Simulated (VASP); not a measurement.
NiO: single point with PBE

Crystal: NiO.

```xyz
2
Lattice="0.0000 2.0843 2.0843 2.0843 0.0000 2.0843 2.0843 2.0843 0.0000" Properties=species:S:1:pos:R:3 pbc="T T T"
Ni    0.0000    0.0000    0.0000
O     2.0843    2.0843    2.0843
```

This cell differs from its parent crystal: volume scaled by 0.99.

| Quantity | Value |
| --- | --- |
| Program | VASP 6.6.1 |
| Task | single point |
| Functional | PBE |
| Potentials or basis | VASP PAW PBE potentials, release 64 (Ni, O) |
| Cutoff | 520 eV |
| k mesh | 17 × 17 × 17 |
| Occupations | fermi-dirac, width 0.03 eV |
| Spin | collinear spin, ferromagnetic start |
| Starting moments | [1.5, 0.0] μB |
| Dipole correction | no |
| Further INCAR settings | ALGO = Normal; EDIFF = 1e-06; NBANDS = 19 |

```json
{
 "Pressure": "5.5 GPa",
 "Net moment": "1.68 μB per cell",
 "Site moments": "Ni +1.39; O +0.25 μB",
 "Valence electrons inside the program's atomic spheres": "Ni 9.00; O 4.98"
}
```

Levels at points of the mesh, in eV from the Fermi level:
Spin up:
| k point | band 5 | band 6 | band 7 | band 8 | band 9 | band 10 | band 11 | band 12 | band 13 | band 14 |
| --- | --- | --- | --- | --- | --- | --- | --- | --- | --- | --- |
| (0.00, 0.00, 0.00) | -3.06 | -3.06 | -2.66 | -2.66 | -2.66 | 1.54 | 17.84 | 18.94 | 18.94 | 18.94 |
Spin down:
```
           k point  band 5  band 6  band 7  band 8  band 9  band 10
(0.00, 0.00, 0.00)   -1.88   -1.88   -1.88   -0.67   -0.67     1.87
```

Run time: 38 s on 1 thread of Intel(R) Xeon(R) 6975P-C (Granite Rapids) (shared host), peak memory 0.21 GiB.

Caveat: a cell with one magnetic atom can't hold antiferromagnetic order, which such compounds often take; semilocal functionals often make such compounds metallic where correlation or magnetic order opens a gap, which also shifts bond lengths.
